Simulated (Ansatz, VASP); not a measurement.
# PbS: VASP beside Ansatz

```
Pb S
1.0
     4.08970    0.00000    0.00000
    -2.04485    3.54178    0.00000
     0.00000    0.00000    3.78817
Pb S
1 1
Cartesian
  0.0000 0.0000 0.0000
  2.0449 1.1806 1.8941
```

Alike in both runs: task single point; functional BLYP; k mesh 6 × 6 × 6; occupations fermi-dirac, width 0.05 eV; no spin polarisation.

|  | VASP | Ansatz |
| --- | --- | --- |
| version | VASP 6.6.1 | Ansatz 0.2.0 |
| potentials or method | VASP PAW PBE potentials, release 64 (Pb_d, S), cutoff 500 eV | plane waves, PAW |
| valence electrons in the cell | 20 | 20 |

|  | VASP | Ansatz | Ansatz less VASP |
| --- | --- | --- | --- |
| pressure (GPa) | 3.2 | 3.1 | -0.04 |
| traceless stress, the component that is largest in VASP (GPa) | 0.51 | 0.48 | -0.028 |

VASP's potentials were made for PBE, not for BLYP. Ansatz's warnings: structure snapped to symmetry.

Neither program's run includes spin-orbit coupling.
